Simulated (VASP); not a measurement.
Hf: single point with LDA

Crystal: Hf.

```
CELL_PARAMETERS angstrom
0.00000 2.08910 2.50692
2.08910 0.00000 2.50692
2.08910 2.08910 0.00000
ATOMIC_POSITIONS crystal
Hf 0.00000 0.00000 0.00000
```

This cell differs from its parent crystal: ratio of the length along z to the lengths across it x 1.2, volume and fractional coordinates fixed.

```
Program             : VASP 6.6.1
Task                : single point
Functional          : LDA
Potentials or basis : VASP PAW LDA potentials, release 64 (Hf_pv)
Cutoff              : 520 eV
k mesh              : 20 × 20 × 20
Occupations         : gaussian, width 0.15 eV
Spin                : no spin polarisation
```

| Property | Result |
| --- | --- |
| Pressure | -6.1 GPa |
| Band gap on the k mesh | zero (bands 5 and 6 overlap by 1.72 eV) |

Stress tensor (GPa, compression positive):
```
 -3.26   0.00   0.00
  0.00  -3.26   0.00
  0.00   0.00 -11.67
```

Levels at points of the mesh, in eV from the Fermi level:
```tsv
k point	band 3	band 4	band 5	band 6	band 7	band 8
(0.00, 0.00, 0.00)	-29.66	-7.10	0.08	2.30	2.41	2.41
(0.50, 0.00, 0.00)	-29.67	-3.54	0.15	0.99	2.38	5.96
(0.50, 0.50, 0.00)	-29.83	-3.58	-1.93	1.15	6.82	6.94
(0.50, 0.00, 0.50)	-29.92	-3.17	-2.03	3.94	5.52	5.59
```

It took 2.6 min on 1 thread of Intel Xeon 8259CL, with other jobs on the host, peak memory 0.26 GiB.

Caveat: the stress differs along the axes, from -12 to -3 GPa; spin-orbit coupling is left out, which moves the levels of the heavy elements.
